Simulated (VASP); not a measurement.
# CdSb2O4 in VASP: further runs

Runs on CdSb2O4. Level: PBE. Tasks: single point.

All numbers are computed with VASP 6.6.1; they aren't measurements. Logs are shortened: lines on timing, memory, paths and dates and some standing lists are left out, and cuts for length are marked.

## Step 1: The cell of the first run

Symmetry: C2/m, No. 12, monoclinic system. The conventional cell has a = 11.195 Å, b = 3.415 Å, c = 6.825 Å, α = 90.00°, β = 113.26°, γ = 90.00°. Cd (site symmetry 2/m) has 6 O at 2.35 to 2.36 Å within 3.1 Å. Within 2.8 Å of Sb (site symmetry m) lie 6 O at 2.02 to 2.74 Å. Within 2.9 Å of O (site symmetry m) lie 3 Sb at 2.12 to 2.74 Å and 1 Cd at 2.35 Å and 4 O at 2.78 to 2.88 Å. Within 2.8 Å of O (site symmetry m) lie 3 Sb at 2.02 to 2.73 Å and 2 Cd at 2.36 Å and 2 O at 2.78 Å.

## Step 2: Single point, PBE

Input file INCAR:

```
PREC = Accurate
ENCUT = 700
EDIFF = 1E-6
ISMEAR = 0
SIGMA = 0.1
LREAL = F
LASPH = T
NELM = 120
ALGO = Normal
ISIF = 2
LWAVE = F
LCHARG = F
GGA = PE
NBANDS = 46
GGA_COMPAT = F
```

Input file KPOINTS:

```
Automatic mesh
0
Gamma
  4 4 2
```

Input file POSCAR:

```
CdSb2O4
1.0
    0.0000000000     -3.4145816677      0.0000000000
   -5.5974704763      1.7072908339      0.0050209794
    2.6896680955      0.0000000000     -6.2728328419
Cd Sb O
1 2 4
Direct
    1.0000000000      1.0000000000      0.5000000000
    0.2166921142      0.4333842284      0.2357938248
    0.7833078858      0.5666157716      0.7642061752
    0.1878846906      0.3757693812      0.8181200698
    0.6375706091      0.2751412182      0.4722527971
    0.8121153094      0.6242306188      0.1818799302
    0.3624293909      0.7248587818      0.5277472029
```

Potentials or basis: VASP PAW PBE potentials, release 64 (Cd_sv_GW, Sb_d_GW, O).

Launch:

```
$ cat potpaw_PBE.64/Cd_sv_GW/POTCAR potpaw_PBE.64/Sb_d_GW/POTCAR potpaw_PBE.64/O/POTCAR > POTCAR
$ mpirun -np 1 vasp_std > vasp.out
```

OUTCAR:

```text
PREC = Accurate
   ENCUT = 700
   EDIFF = 1E-6
   ISMEAR = 0
   LREAL = F
   LASPH = T
   NELM = 120
   ISIF = 2
   GGA = PE

 ion  position               nearest neighbor table
   1  0.000  0.000  0.500-
   2  0.217  0.433  0.236-   7 2.02   6 2.12   6 2.12
   3  0.783  0.567  0.764-   5 2.02   4 2.12   4 2.12
   4  0.188  0.376  0.818-   3 2.12   3 2.12
   5  0.638  0.275  0.472-   3 2.02
   6  0.812  0.624  0.182-   2 2.12   2 2.12
   7  0.362  0.725  0.528-   2 2.02

  LATTYP: Found a base centered monoclinic cell.
 ALAT       =    11.1949454565
 B/A-ratio  =     0.3050110142
 C/A-ratio  =     0.6096640161
 COS(beta)  =    -0.3949058499

  Lattice vectors:

 A1 = (  -5.5974704763,  -1.7072908338,   0.0050209794)
 A2 = (  -5.5974704763,   1.7072908339,   0.0050209794)
 A3 = (   2.6896680955,   0.0000000000,  -6.2728328419)

Analysis of symmetry for initial positions (statically):
=====================================================================
 Subroutine PRICEL returns:
 Original cell was already a primitive cell.

 Routine SETGRP: Setting up the symmetry group for a
 base centered monoclinic supercell.

 Subroutine GETGRP returns: Found  4 space group operations
 (whereof  4 operations were pure point group operations)
 out of a pool of  4 trial point group operations.

The static configuration has the point symmetry C_2h.

Analysis of symmetry for dynamics (positions and initial velocities):
=====================================================================
 Subroutine PRICEL returns:
 Original cell was already a primitive cell.

 Routine SETGRP: Setting up the symmetry group for a
 base centered monoclinic supercell.

 Subroutine GETGRP returns: Found  4 space group operations
 (whereof  4 operations were pure point group operations)
 out of a pool of  4 trial point group operations.

The dynamic configuration has the point symmetry C_2h.

 Subroutine INISYM returns: Found  4 space group operations
 (whereof  4 operations are pure point group operations),
 and found     1 'primitive' translations

----------------------------------------------------------------------------------------

                                     Primitive cell

  volume of cell :     119.8467

  direct lattice vectors                    reciprocal lattice vectors
     0.000000000 -3.414581668  0.000000000    -0.089360433 -0.292861644 -0.038316007
    -5.597470476  1.707290834  0.005020979    -0.178720865  0.000000000 -0.076632013
     2.689668096  0.000000000 -6.272832842    -0.000143054  0.000000000 -0.159478946

  length of vectors
     3.414581668  5.852054591  6.825155407     0.308579561  0.194457227  0.159479010

  position of ions in fractional coordinates (direct lattice)
     0.000000000  1.000000000  0.500000000
     0.216692114  0.433384228  0.235793825
     0.783307886  0.566615772  0.764206175
     0.187884691  0.375769381  0.818120070
     0.637570609  0.275141218  0.472252797
     0.812115309  0.624230619  0.181879930
     0.362429391  0.724858782  0.527747203

  ion indices of the primitive-cell ions
   primitive index   ion index
                 1           1
                 2           2
                 3           3
                 4           4
                 5           5
                 6           6
                 7           7

----------------------------------------------------------------------------------------

 KPOINTS: Automatic mesh

Automatic generation of k-mesh.
 Grid dimensions read from file:
 generate k-points for:    4    4    2

 Generating k-lattice:

  Cartesian coordinates                     Fractional coordinates (reciprocal lattice)
    -0.022340108 -0.073215411 -0.009579002     0.250000000  0.000000000  0.000000000
    -0.044680216  0.000000000 -0.019158003     0.000000000  0.250000000 -0.000000000
    -0.000071527  0.000000000 -0.079739473     0.000000000  0.000000000  0.500000000

  Length of vectors
     0.077144890  0.048614307  0.079739505

  Shift w.r.t. Gamma in fractional coordinates (k-lattice)
     0.000000000  0.000000000  0.000000000

 Subroutine IBZKPT returns following result:
 ===========================================

 Found     14 irreducible k-points:

 Following reciprocal coordinates:
            Coordinates               Weight
  0.000000  0.000000  0.000000      1.000000
  0.250000  0.000000  0.000000      4.000000
  0.500000  0.000000  0.000000      2.000000
  0.000000  0.250000  0.000000      2.000000
  0.250000  0.250000  0.000000      4.000000
  0.500000  0.250000 -0.000000      2.000000
  0.000000  0.500000  0.000000      1.000000
  0.000000  0.000000  0.500000      1.000000
  0.250000  0.000000  0.500000      4.000000
  0.500000  0.000000  0.500000      2.000000
  0.000000  0.250000  0.500000      2.000000
  0.250000  0.250000  0.500000      4.000000
  0.500000  0.250000  0.500000      2.000000
  0.000000  0.500000  0.500000      1.000000
   k-points           NKPTS =     14   k-points in BZ     NKDIM =     14   number of bands    NBANDS=     46
   number of dos      NEDOS =    301   number of ions     NIONS =      7
   total plane-waves  NPLWV =  90000
   dimension x,y,z NGX =    30 NGY =   50 NGZ =   60
   dimension x,y,z NGXF=    60 NGYF=  100 NGZF=  120
   ions per type =               1   2   4
   NGX,Y,Z   is equivalent  to a cutoff of  14.61, 14.20, 14.61 a.u.
   NGXF,Y,Z  is equivalent  to a cutoff of  29.21, 28.41, 29.23 a.u.
 SYSTEM =  unknown system
   PREC   = accura    normal or accurate (medium, high low for compatibility)
   ISTART =      0    job   : 0-new  1-cont  2-samecut
   ICHARG =      2    charge: 1-file 2-atom 10-const
   ISPIN  =      1    spin polarized calculation?
   LNONCOLLINEAR =      F non collinear calculations
   LSORBIT =      F    spin-orbit coupling
   LASPH  =      T    aspherical Exc in radial PAW
   ENCUT  =  700.0 eV  51.45 Ry    7.17 a.u.   7.37 12.62 14.72*2*pi/ulx,y,z
   NELM   =    120;   NELMIN=  2; NELMDL= -5     # of ELM steps
   EDIFF  = 0.1E-05   stopping-criterion for ELM
   LREAL  =      F    real-space projection
[... 7 lines left out ...]
   TEBEG  =    0.0;   TEEND  =   0.0 temperature during run
   PSTRESS=    0.0 pullay stress
   NELECT =      74.0000    total number of electrons
   NUPDOWN=      -1.0000    fix difference up-down
   EMIN   =  10.00;   EMAX   =-10.00  energy-range for DOS
   EFERMI =   0.00;   METHOD = LEGACY
   ISMEAR =     0;   SIGMA  =   0.10  broadening in eV -4-tet -1-fermi 0-gaus
   EFERMI_NEDOS =   21; number of points for ismear=-14 and -15
   IALGO  =     38    algorithm
   IMIX   =      4    mixing-type and parameters
     AMIX     =   0.40;   BMIX     =  1.00
     AMIX_MAG =   1.60;   BMIX_MAG =  1.00
  volume/ion in A,a.u.               =      17.12       115.54
  Fermi-wavevector in a.u.,A,eV,Ry     =   1.394045  2.634363 26.441033  1.943361
  Thomas-Fermi vector in A             =   2.517632
   LORBIT       =      0    0 simple, 1 ext, 2 COOP (PROOUT), +10 PAW based schemes
   GGA     = PE    functional components
   LHFCALC =     F    Hartree Fock is set to
   AEXX    =    0.0000 exact exchange contribution
   IVDW    =     0    specifies the selected vdW correction
   LEPSILON=     F    determine dielectric tensor
   LRPA    =     F    only Hartree local field effects (RPA)
 non-spin polarized calculation
 Gauss-broadening in eV      SIGMA  =   0.10
  energy-cutoff  :      700.00
  volume of cell :      119.85
 maximum number of plane-waves:      5062
 NGX is ok and might be reduce to    30
   NGX = 15   NGY = 25   NGZ = 29

 number of electron      74.0000007 magnetization

 Free energy of the ion-electron system (eV)
  ---------------------------------------------------
  ext. energy  EPLUGINS =         0.00000000
  ---------------------------------------------------
  free energy    TOTEN  =       -37.30862536 eV

  energy without entropy =      -37.30862536  energy(sigma->0) =      -37.30862536

 E-fermi :   3.6680     XC(G=0):  -9.8176

 val. band max:        3.0830587170   @ k =   0.0000   0.5000   0.5000
 cond. band min:       5.1896206791   @ k =   0.0000   0.5000   0.5000
 fundamental gap:      2.1065619621
 Fermi energy:         3.6680271484

 k-point     1 :       0.0000    0.0000    0.0000
  band No.  band energies     occupation
      1     -97.5141      2.00000
      2     -58.6626      2.00000
      3     -58.5779      2.00000
      4     -58.5522      2.00000
      5     -25.4557      2.00000
      6     -25.4522      2.00000
[... 38 lines left out ...]
     45      10.4072      0.00000
     46      11.7173      0.00000

 k-point     2 :       0.2500    0.0000    0.0000
  band No.  band energies     occupation
      1     -97.5140      2.00000
      2     -58.6624      2.00000
      3     -58.5808      2.00000
      4     -58.5520      2.00000
      5     -25.4422      2.00000
      6     -25.4365      2.00000
[... 38 lines left out ...]
     45      10.2571      0.00000
     46      12.0688      0.00000

 k-point     3 :       0.5000    0.0000    0.0000
  band No.  band energies     occupation
      1     -97.5139      2.00000
      2     -58.6622      2.00000
      3     -58.5837      2.00000
      4     -58.5517      2.00000
      5     -25.4570      2.00000
      6     -25.4569      2.00000
[... 38 lines left out ...]
     45      11.0628      0.00000
     46      12.1316      0.00000

 k-point     4 :       0.0000    0.2500    0.0000
  band No.  band energies     occupation
      1     -97.5141      2.00000
      2     -58.6626      2.00000
      3     -58.5779      2.00000
      4     -58.5522      2.00000
      5     -25.4558      2.00000
      6     -25.4522      2.00000
[... 430 lines left out ...]
     45      11.1864      0.00000
     46      12.4310      0.00000

 k-point    13 :       0.5000    0.2500    0.5000
  band No.  band energies     occupation
      1     -97.5139      2.00000
      2     -58.6622      2.00000
      3     -58.5837      2.00000
      4     -58.5517      2.00000
      5     -25.4581      2.00000
      6     -25.4581      2.00000
[... 38 lines left out ...]
     45      11.0539      0.00000
     46      11.3381      0.00000

 k-point    14 :       0.0000    0.5000    0.5000
  band No.  band energies     occupation
      1     -97.5141      2.00000
      2     -58.6626      2.00000
      3     -58.5779      2.00000
      4     -58.5522      2.00000
      5     -25.4559      2.00000
      6     -25.4522      2.00000
[... 38 lines left out ...]
     45      10.5947      0.00000
     46      12.6511      0.00000

------------------------ aborting loop because EDIFF is reached ----------------------------------------

  FORCE on cell =-STRESS in cart. coord.  units (eV):
  Direction    XX          YY          ZZ          XY          YZ          ZX
  --------------------------------------------------------------------------------------
  -------------------------------------------------------------------------------------
  Total       -0.0652649      0.0356979      0.0185320      0.0000000     -0.0000000      0.0267583
  in kB       -0.8724971      0.4772299      0.2477457      0.0000000     -0.0000000      0.3577193
  external PRESSURE =      -0.0491738 kB  Pullay stress =       0.0000000 kB

 VOLUME and BASIS-vectors are now :
 -----------------------------------------------------------------------------
  energy-cutoff  :      700.00
  volume of cell :      119.85
      direct lattice vectors                 reciprocal lattice vectors
     0.000000000 -3.414581668  0.000000000    -0.089360433 -0.292861644 -0.038316007
    -5.597470476  1.707290834  0.005020979    -0.178720865  0.000000000 -0.076632013
     2.689668096  0.000000000 -6.272832842    -0.000143054  0.000000000 -0.159478946

 POSITION                                       TOTAL-FORCE (eV/Angst)
 -----------------------------------------------------------------------------------
      1.34483      0.00000     -3.13642         0.000000      0.000000      0.000000
     -1.79165      0.00000     -1.47692         0.052450     -0.000000      0.055090
     -1.11615     -1.70729     -4.79089        -0.052450      0.000000     -0.055090
      0.09711      0.00000     -5.13004         0.023656     -0.000000      0.006504
     -0.26989     -1.70729     -2.96098         0.026244     -0.000000      0.033704
     -3.00492     -1.70729     -1.13777        -0.023656      0.000000     -0.006504
     -2.63791      0.00000     -3.30683        -0.026244      0.000000     -0.033704
 -----------------------------------------------------------------------------------
    total drift:                                0.000000      0.000000     -0.000000

  FREE ENERGIE OF THE ION-ELECTRON SYSTEM (eV)
  ---------------------------------------------------
  free  energy   TOTEN  =       -37.3086253555 eV

  energy  without entropy=      -37.3086253555  energy(sigma->0) =      -37.30862536
```

Run time: 2.6 min. Hardware: 1 thread of Intel Xeon Platinum 8488C (Sapphire Rapids), shared host; peak memory 0.38 GiB.

Results:

- Free energy: -37.3086 eV
- Pressure: 0.0 GPa
- Largest force: 0.076 eV/Å
- Band gap on the k mesh: 2.11 eV

Forces in eV/Å, atoms in the order of the input:
```
Cd   0.000  0.000  0.000
Sb   0.052  0.000  0.055
Sb  -0.052  0.000 -0.055
O    0.024  0.000  0.007
O    0.026  0.000  0.034
O   -0.024  0.000 -0.007
O   -0.026  0.000 -0.034
```

Levels at points of the mesh, in eV from the valence-band top:
```csv
k point,band 35,band 36,band 37,band 38,band 39,band 40
"(0.00, 0.00, 0.00)",-1.24,-1.15,-0.21,3.19,3.58,4.09
"(0.50, 0.00, 0.00)",-0.84,-0.48,-0.47,3.40,4.04,4.86
"(0.00, 0.50, 0.00)",-0.96,-0.62,-0.10,2.46,3.45,4.36
"(0.00, 0.00, 0.50)",-1.18,-0.52,-0.41,2.62,2.85,4.31
"(0.50, 0.00, 0.50)",-1.16,-0.94,-0.76,3.51,3.55,5.23
"(0.00, 0.50, 0.50)",-0.63,-0.41,0.00,2.11,3.25,3.86
```

Caveat: the k points lie up to 0.48 Å⁻¹ apart; spin-orbit coupling is left out, which moves the levels of the heavy elements.

[end of part 1 of 2]
